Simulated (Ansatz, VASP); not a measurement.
# One calculation of MoS2, two programs

```
CELL_PARAMETERS angstrom
1.57089 0.90695 6.08223
-1.57089 0.90695 6.08223
0.00000 -1.81390 6.08223
ATOMIC_POSITIONS crystal
Mo 0.00000 0.00000 0.00000
S 0.74840 0.74840 0.74840
S 0.58490 0.58490 0.58490
```

Change from the starting cell: volume scaled by 0.98, crystal datasets.

Alike in both runs: task electric field gradients; functional PBE; k mesh 13 × 13 × 13; occupations fermi-dirac, width 0.05 eV; no spin polarisation.

```csv
,VASP,Ansatz
version,VASP 6.6.1,Ansatz 0.2.0
potentials or method,"VASP PAW PBE potentials, release 64 (Mo_sv, S), cutoff 520 eV","all-electron PAW with datasets made for the crystal, scalar-relativistic"
```

Ansatz gave:

```
pressure (GPa)                                                : 13.0
traceless stress, the component that is largest in VASP (GPa) : 4.98
rms of the force components (eV/Å)                            : 0.794
size of Vzz on the site where it differs most (V/Å²)          : 93.0
```

Task: What did VASP give for the same quantities?

Result: Pressure (GPa): 12.8; traceless stress, the component that is largest in VASP (GPa): 4.93; rms of the force components (eV/Å): 0.783; size of Vzz on the site where it differs most (V/Å²): 95.7.

Atom by atom the forces differ by 0.010 eV/Å (rms over components). Ansatz ran all-electron here, and VASP with PAW potentials.
